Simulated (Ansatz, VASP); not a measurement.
ScAl5 in VASP and in Ansatz

```
Sc Al
1.0
     2.95641    0.00000    0.00000
    -1.47820    2.56032    0.00000
     0.00000    0.00000   14.12468
Sc Al
1 5
Direct
  0.00000 0.00000 0.00000
  0.33333 0.66667 0.17423
  0.66667 0.33333 0.33615
  0.00000 0.00000 0.50000
  0.33333 0.66667 0.66385
  0.66667 0.33333 0.82577
```

Alike in both runs: task single point; functional PBE; k mesh 6 × 6 × 2; occupations gaussian, width 0.1 eV; collinear spin.

|  | VASP | Ansatz |
| --- | --- | --- |
| version | VASP 6.6.1 | Ansatz 0.2.0 |
| potentials or method | VASP PAW PBE potentials, release 64 (Sc_sv, Al), cutoff 520 eV | scalar-relativistic, plane waves, PAW |
| valence electrons in the cell | 26 | 26 |

```tsv
	VASP	Ansatz	Ansatz less VASP
gap on the k mesh at the Fermi level (eV)	none	none	-
pressure (GPa)	0.2	0.2	-0.01
traceless stress, the component that is largest in VASP (GPa)	0.06	0.05	-0.008
rms of the force components (eV/Å)	0.008	0.005	-0.0029
net moment per atom (μB)	0.00	0.00	0.000
```

Atom by atom the forces differ by 0.003 eV/Å (rms over components). A gap of «none» marks a metal or a gap that the smearing closes. Ansatz's warnings: seeded moment not kept.

The k mesh is coarse, so the values compare programs but aren't converged.
